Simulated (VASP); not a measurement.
# Sn8O15 (a cell with a defect) in VASP: single point with r2SCAN

Aim: the single point of Sn8O15 (a cell with a defect) with r2SCAN.

All numbers are computed with VASP 6.6.1; they aren't measurements. Logs are shortened: lines on timing, memory, paths and dates and some standing lists are left out, and cuts for length are marked.

### Step 1. The cell of the first run

The cell holds a defect, 23 atoms: a = 7.785 Å, b = 7.068 Å, c = 7.449 Å, α = 64.80°, β = 55.23°, γ = 59.97°.

### Step 2. Single point, r2SCAN

The input, POSCAR:

```
Sn8O15
1.0
    0.0000000000      5.7509120000      5.2471140000
    4.7351460000      0.0000000000      5.2471140000
    4.7351460000      5.7509120000      0.0000000000
Sn O
8 15
Direct
    0.4635430617      0.2905228877      0.1973002967
    0.5163259359      0.7017819612      0.2889898123
    0.0403691927      0.2117044234      0.2982179740
    0.4615068826      0.2817081495      0.7086304800
    0.9451982731      0.7884671285      0.7440275401
    0.0428841326      0.2065348813      0.7967858188
    0.5578851523      0.7133668159      0.7293329446
    0.9579226771      0.7956915954      0.2322137743
    0.9734928646      0.1107763165      0.6336117129
    0.7898873428      0.1429498320      0.1072321053
    0.3585239420      0.2185670074      0.5379940363
    0.3753533143      0.0383401941      0.2379805360
    0.1327010984      0.4523710003      0.2650594655
    0.1464666921      0.2773535261      0.9613812458
    0.7071307575      0.3671144371      0.3995267605
    0.5281231326      0.3795628830      0.8703451452
    0.4770083186      0.6003206664      0.1100973439
    0.2933188852      0.6186207067      0.6075397960
    0.8139205091      0.7393758363      0.0990418176
    0.8908716128      0.5369195501      0.7233636598
    0.6149995738      0.9536181464      0.7849383839
    0.1942431514      0.8745136929      0.9114527800
    0.0392570774      0.8984795526      0.3859509591
```

The input, INCAR.step1:

```
ALGO     = Normal         # electronic algorithm
EDIFF    = 1E-4           # SCF threshold, eV
ENCUT    = 520            # plane-wave cutoff, eV
GGA      = PE             # functional
ISMEAR   = 0              # smearing method
LASPH    = True           # aspherical terms in the spheres
LCHARG   = False          # write CHGCAR
LREAL    = Auto         
LWAVE    = True           # write WAVECAR
NBANDS   = 118            # bands
NELECT   = 204.0        
NELM     = 60             # most SCF steps
PREC     = Accurate       # precision mode
SIGMA    = 0.05           # smearing width, eV
```

The input, INCAR.step2:

```
ALGO     = Normal         # electronic algorithm
EDIFF    = 1E-7           # SCF threshold, eV
ENCUT    = 520            # plane-wave cutoff, eV
ISIF     = 2              # what is computed and relaxed
ISMEAR   = 0              # smearing method
ISTART   = 1            
LASPH    = True           # aspherical terms in the spheres
LCHARG   = False          # write CHGCAR
LMIXTAU  = True         
LREAL    = Auto         
LWAVE    = False          # write WAVECAR
METAGGA  = R2SCAN         # meta-GGA
NBANDS   = 118            # bands
NELECT   = 204.0        
NELM     = 60             # most SCF steps
PREC     = Accurate       # precision mode
SIGMA    = 0.05           # smearing width, eV
```

The input, KPOINTS:

```
k-points
0
Gamma
  2 2 2
```

Potentials or basis: VASP PAW PBE potentials, release 64 (Sn_d, O).

Run with:

```console
$ cat potpaw_PBE.64/Sn_d/POTCAR potpaw_PBE.64/O/POTCAR > POTCAR
$ cp INCAR.step1 INCAR
$ mpirun -np 1 vasp_std > vasp.out
$ cp INCAR.step2 INCAR
$ mpirun -np 1 vasp_std > vasp.out
```

OUTCAR:

```text
EDIFF = 1E-7
   ENCUT = 520
   ISIF = 2
   ISMEAR = 0
   ISTART = 1
   LASPH = True
   LREAL = Auto
   METAGGA = R2SCAN
   NELECT = 204.0
   NELM = 60
   PREC = Accurate

 ion  position               nearest neighbor table
   1  0.464  0.291  0.197-  10 2.00  17 2.04  16 2.05  13 2.06  12 2.07  11 2.08   3 3.22   7 3.47
                             2 3.51   6 3.62   4 3.68   8 3.72   8 3.74   6 3.75
   2  0.516  0.702  0.289-  17 1.97  19 2.00  12 2.02  18 2.03  15 2.17   4 3.26   1 3.51   7 3.51
                             5 3.53   8 3.58   3 3.64   5 3.67
   3  0.040  0.212  0.298-  23 2.03  15 2.03  13 2.03  14 2.05   9 2.10  12 2.11   1 3.22   5 3.39
                             8 3.57   4 3.64   2 3.64   4 3.69   8 3.70   6 3.71   6 3.74
   4  0.462  0.282  0.709-  16 1.99  21 2.00  15 2.07  14 2.08  18 2.10  11 2.11   6 3.21   2 3.26
                             7 3.57   3 3.64   7 3.65   1 3.68   5 3.69   3 3.69
   5  0.945  0.788  0.744-  20 2.10  18 2.11  21 2.11   9 2.15  19 2.16  23 2.20   7 3.38   3 3.39
                             2 3.53   6 3.61   6 3.67   2 3.67   4 3.69   8 3.72   8 3.74
   6  0.043  0.207  0.797-  20 2.01   9 2.01  10 2.06  22 2.07  11 2.10  14 2.11   4 3.21   8 3.29
                             5 3.61   1 3.62   5 3.67   7 3.70   3 3.71   3 3.74   1 3.75
   7  0.558  0.713  0.729-  21 2.19  22 2.20  16 2.21  20 2.23  17 2.37   8 3.25   5 3.38   1 3.47
                             2 3.51   4 3.57   4 3.65   6 3.70
   8  0.958  0.796  0.232-  23 2.06  22 2.07  13 2.09  19 2.11  10 2.20   7 3.25   6 3.29   3 3.57
                             2 3.58   3 3.70   5 3.72   1 3.72   5 3.74   1 3.74
   9  0.973  0.111  0.634-   6 2.01   3 2.10   5 2.15
  10  0.790  0.143  0.107-   1 2.00   6 2.06   8 2.20
  11  0.359  0.219  0.538-   1 2.08   6 2.10   4 2.11
  12  0.375  0.038  0.238-   2 2.02   1 2.07   3 2.11
  13  0.133  0.452  0.265-   3 2.03   1 2.06   8 2.09
  14  0.146  0.277  0.961-   3 2.05   4 2.08   6 2.11
  15  0.707  0.367  0.400-   3 2.03   4 2.07   2 2.17
  16  0.528  0.380  0.870-   4 1.99   1 2.05   7 2.21
  17  0.477  0.600  0.110-   2 1.97   1 2.04   7 2.37
  18  0.293  0.619  0.608-   2 2.03   4 2.10   5 2.11
  19  0.814  0.739  0.099-   2 2.00   8 2.11   5 2.16
  20  0.891  0.537  0.723-   6 2.01   5 2.10   7 2.23
  21  0.615  0.954  0.785-   4 2.00   5 2.11   7 2.19
  22  0.194  0.875  0.911-   8 2.07   6 2.07   7 2.20
  23  0.039  0.898  0.386-   3 2.03   8 2.06   5 2.20

  LATTYP: Found a face centered orthorhombic cell.
 ALAT       =     9.4702920000
 B/A-ratio  =     1.1081208478
 C/A-ratio  =     1.2145163000

  Lattice vectors:

 A1 = (   0.0000000000,   5.7509120000,  -5.2471140000)
 A2 = (   4.7351460000,   5.7509120000,   0.0000000000)
 A3 = (   4.7351460000,   0.0000000000,  -5.2471140000)

Analysis of symmetry for initial positions (statically):
=====================================================================
 Subroutine PRICEL returns:
 Original cell was already a primitive cell.

 Routine SETGRP: Setting up the symmetry group for a
 face centered orthorhombic supercell.

 Subroutine GETGRP returns: Found  1 space group operations
 (whereof  1 operations were pure point group operations)
 out of a pool of  8 trial point group operations.

The static configuration has the point symmetry C_1 .

Analysis of symmetry for dynamics (positions and initial velocities):
=====================================================================
 Subroutine PRICEL returns:
 Original cell was already a primitive cell.

 Routine SETGRP: Setting up the symmetry group for a
 face centered orthorhombic supercell.

 Subroutine GETGRP returns: Found  1 space group operations
 (whereof  1 operations were pure point group operations)
 out of a pool of  8 trial point group operations.

The dynamic configuration has the point symmetry C_1 .

 Subroutine INISYM returns: Found  1 space group operations
 (whereof  1 operations are pure point group operations),
 and found     1 'primitive' translations

----------------------------------------------------------------------------------------

                                     Primitive cell

  volume of cell :     285.7726

  direct lattice vectors                    reciprocal lattice vectors
     0.000000000  5.750912000  5.247114000    -0.105593365  0.086942732  0.095290478
[... 58 lines left out ...]

 KPOINTS: k-points

Automatic generation of k-mesh.
 Grid dimensions read from file:
 generate k-points for:    2    2    2

 Generating k-lattice:

  Cartesian coordinates                     Fractional coordinates (reciprocal lattice)
    -0.052796683  0.043471366  0.047645239     0.500000000  0.000000000  0.000000000
     0.052796683 -0.043471366  0.047645239     0.000000000  0.500000000  0.000000000
     0.052796683  0.043471366 -0.047645239     0.000000000  0.000000000  0.500000000

  Length of vectors
     0.083350574  0.083350574  0.083350574

  Shift w.r.t. Gamma in fractional coordinates (k-lattice)
     0.000000000  0.000000000  0.000000000

 Subroutine IBZKPT returns following result:
 ===========================================

 Found      8 irreducible k-points:

 Following reciprocal coordinates:
            Coordinates               Weight
  0.000000  0.000000  0.000000      1.000000
  0.500000  0.000000  0.000000      1.000000
  0.500000  0.500000  0.500000      1.000000
  0.000000  0.500000  0.000000      1.000000
  0.000000  0.000000  0.500000      1.000000
  0.500000  0.500000  0.000000      1.000000
  0.500000  0.000000  0.500000      1.000000
  0.000000  0.500000  0.500000      1.000000
   k-points           NKPTS =      8   k-points in BZ     NKDIM =      8   number of bands    NBANDS=    118
   number of dos      NEDOS =    301   number of ions     NIONS =     23
   total plane-waves  NPLWV = 181440
   dimension x,y,z NGX =    60 NGY =   54 NGZ =   56
   dimension x,y,z NGXF=   120 NGYF=  108 NGZF=  112
   ions per type =               8  15
   NGX,Y,Z   is equivalent  to a cutoff of  12.81, 12.70, 12.50 a.u.
   NGXF,Y,Z  is equivalent  to a cutoff of  25.63, 25.40, 24.99 a.u.
 SYSTEM =  unknown system
   PREC   = accura    normal or accurate (medium, high low for compatibility)
   ISTART =      1    job   : 0-new  1-cont  2-samecut
   ICHARG =      0    charge: 1-file 2-atom 10-const
   ISPIN  =      1    spin polarized calculation?
   LNONCOLLINEAR =      F non collinear calculations
   LSORBIT =      F    spin-orbit coupling
   LASPH  =      T    aspherical Exc in radial PAW
   ENCUT  =  520.0 eV  38.22 Ry    6.18 a.u.  14.47 13.14 13.85*2*pi/ulx,y,z
   NELM   =     60;   NELMIN=  2; NELMDL=  0     # of ELM steps
   EDIFF  = 0.1E-06   stopping-criterion for ELM
   LREAL  =      T    real-space projection
   EDIFFG = 0.1E-05   stopping-criterion for IOM
   NSW    =      0    number of steps for IOM
   IBRION =     -1    ionic relax: 0-MD 1-quasi-New 2-CG
   NFREE  =      0    steps in history (QN), initial steepest desc. (CG)
   ISIF   =      2    stress and relaxation
   ISYM   =      2    0-nonsym 1-usesym 2-fastsym
   POTIM  = 0.5000    time-step for ionic-motion
   TEBEG  =    0.0;   TEEND  =   0.0 temperature during run
   PSTRESS=    0.0 pullay stress
   NELECT =     204.0000    total number of electrons
   NUPDOWN=      -1.0000    fix difference up-down
   EMIN   =  10.00;   EMAX   =-10.00  energy-range for DOS
   EFERMI =   0.00;   METHOD = LEGACY
   ISMEAR =     0;   SIGMA  =   0.05  broadening in eV -4-tet -1-fermi 0-gaus
   EFERMI_NEDOS =   21; number of points for ismear=-14 and -15
   IALGO  =     38    algorithm
   IMIX   =      4    mixing-type and parameters
     AMIX     =   0.40;   BMIX     =  1.00
     AMIX_MAG =   1.60;   BMIX_MAG =  1.00
  volume/ion in A,a.u.               =      12.42        83.85
  Fermi-wavevector in a.u.,A,eV,Ry     =   1.463114  2.764884 29.126008  2.140701
  Thomas-Fermi vector in A             =   2.579247
   LORBIT       =      0    0 simple, 1 ext, 2 COOP (PROOUT), +10 PAW based schemes
   METAGGA = R2SCAN    functional components
   LHFCALC =     F    Hartree Fock is set to
   AEXX    =    0.0000 exact exchange contribution
   IVDW    =     0    specifies the selected vdW correction
   LEPSILON=     F    determine dielectric tensor
   LRPA    =     F    only Hartree local field effects (RPA)
 non-spin polarized calculation
 Gauss-broadening in eV      SIGMA  =   0.05
  energy-cutoff  :      520.00
  volume of cell :      285.77
 maximum number of plane-waves:      7710
 NGX is ok and might be reduce to    60
   NGX = 29   NGY = 27   NGZ = 27

 number of electron     204.0000002 magnetization

 Free energy of the ion-electron system (eV)
  ---------------------------------------------------
  ext. energy  EPLUGINS =         0.00000000
  ---------------------------------------------------
  free energy    TOTEN  =      -309.61509132 eV

  energy without entropy =     -309.60905153  energy(sigma->0) =     -309.61207143

 E-fermi :   9.4540     XC(G=0): -12.0629

 val. band max:        9.4336010025   @ k =   0.0000   0.5000   0.0000
 cond. band min:       9.4746462203   @ k =   0.5000   0.0000   0.5000
 fundamental gap:      0.0410452178
 Fermi energy:         9.4539764911

 k-point     1 :       0.0000    0.0000    0.0000
  band No.  band energies     occupation
      1     -15.9842      2.00000
      2     -15.8675      2.00000
      3     -15.8498      2.00000
      4     -15.7352      2.00000
      5     -15.6874      2.00000
      6     -15.5651      2.00000
[... 925 lines left out ...]
    113      14.4053      0.00000
    114      14.6272      0.00000
 [bands above 114 left out]

------------------------ aborting loop because EDIFF is reached ----------------------------------------

  FORCE on cell =-STRESS in cart. coord.  units (eV):
  Direction    XX          YY          ZZ          XY          YZ          ZX
  --------------------------------------------------------------------------------------
  -------------------------------------------------------------------------------------
  Total       40.5749431     38.6382101     38.7005422     -0.5910633      4.1466743      3.5538927
  in kB      227.4824568    216.6242092    216.9736723     -3.3137822     23.2482314     19.9248154
  external PRESSURE =     220.3601127 kB  Pullay stress =       0.0000000 kB

 VOLUME and BASIS-vectors are now :
 -----------------------------------------------------------------------------
  energy-cutoff  :      520.00
  volume of cell :      285.77
      direct lattice vectors                 reciprocal lattice vectors
     0.000000000  5.750912000  5.247114000    -0.105593365  0.086942732  0.095290478
     4.735146000  0.000000000  5.247114000     0.105593365 -0.086942732  0.095290478
     4.735146000  5.750912000  0.000000000     0.105593365  0.086942732 -0.095290478

 POSITION                                       TOTAL-FORCE (eV/Angst)
 -----------------------------------------------------------------------------------
      2.30991      3.80045      3.95667         0.143842      0.009101      0.034605
      4.69145      4.63130      6.39155         0.101350      0.129647      0.120429
      2.41456      1.94719      1.32266        -0.021148      0.057545     -0.022889
      4.68940      6.72936      3.89973         0.048954      0.022704     -0.026311
      7.25659      9.71459      9.09674        -0.197559     -0.308438      0.182011
      4.75087      4.82887      1.30873         0.082429      0.126336     -0.001052
[... 15 lines left out ...]
      8.45681      6.35876      5.60789         0.015082      0.070472     -0.155401
      6.08197      2.44533      4.92041         0.049920      0.308533      0.126812
 -----------------------------------------------------------------------------------
    total drift:                                0.008438     -0.008102     -0.001599

  FREE ENERGIE OF THE ION-ELECTRON SYSTEM (eV)
  ---------------------------------------------------
  free  energy   TOTEN  =      -309.6150913232 eV

  energy  without entropy=     -309.6090515308  energy(sigma->0) =     -309.61207143
```

Run time: 45 min. Hardware: 1 thread of Intel Xeon Platinum 8259CL at 2.50GHz (Skylake/Cascade Lake), shared host; peak memory 0.55 GiB.

What came out:

```
Free energy   : -309.6151 eV
Largest force : 1.992 eV/Å
```

Forces in eV/Å, atoms in the order of the input:
```
Sn   0.144  0.009  0.035
Sn   0.101  0.130  0.120
Sn  -0.021  0.058 -0.023
Sn   0.049  0.023 -0.026
Sn  -0.198 -0.308  0.182
Sn   0.082  0.126 -0.001
Sn   0.020 -0.113 -0.094
Sn   0.348 -0.128 -0.539
O    0.023  0.241 -0.355
O    0.071 -0.079  0.028
O    0.058  0.076 -0.021
O    0.028  0.123  0.087
O   -0.012  0.090 -0.164
O    0.016  0.060 -0.007
O    0.156  0.043  0.082
O   -0.003 -0.002  0.089
O    0.044 -0.072  0.044
O    0.420 -0.088 -0.226
O   -1.600 -1.047  0.558
O    0.297  0.196  0.141
O   -0.090  0.285  0.117
O    0.015  0.070 -0.155
O    0.050  0.309  0.127
```

Levels at points of the mesh, in eV from the Fermi level:
```
           k point  band 98  band 99  band 100  band 101  band 102  band 103  band 104  band 105  band 106  band 107
(0.00, 0.00, 0.00)    -4.28    -4.24     -4.09     -3.96     -0.80      0.16      0.92      1.50      2.45      2.58
(0.50, 0.00, 0.00)    -4.29    -4.21     -4.19     -2.98     -0.82      0.59      0.74      1.46      1.61      2.61
(0.50, 0.50, 0.50)    -4.26    -4.20     -4.08     -2.74     -0.64      0.10      1.23      1.60      1.83      2.63
(0.00, 0.50, 0.00)    -4.31    -4.16     -4.12     -2.87     -0.02      0.16      0.47      1.50      2.02      2.48
(0.00, 0.00, 0.50)    -4.27    -4.19     -4.14     -2.85     -0.93      0.11      0.83      1.84      2.14      2.36
(0.50, 0.50, 0.00)    -4.31    -4.22     -4.19     -2.93     -0.55      0.60      0.96      1.47      1.99      2.52
(0.50, 0.00, 0.50)    -4.32    -4.22     -4.07     -2.73     -0.55      0.02      1.00      1.20      1.46      2.55
(0.00, 0.50, 0.50)    -4.27    -4.22     -4.09     -2.79     -0.53      0.50      0.80      1.57      1.85      2.22
```

Caveat: the k points lie up to 0.52 Å⁻¹ apart; the cell carries a net charge on a neutralising background, which shifts energy and pressure; the cell is charged against a uniform background, so pressure and absolute levels hang on convention; the PAW data sets were made with another functional, which shifts forces and pressure a little; spin-orbit coupling is left out, which moves the levels of the heavy elements.
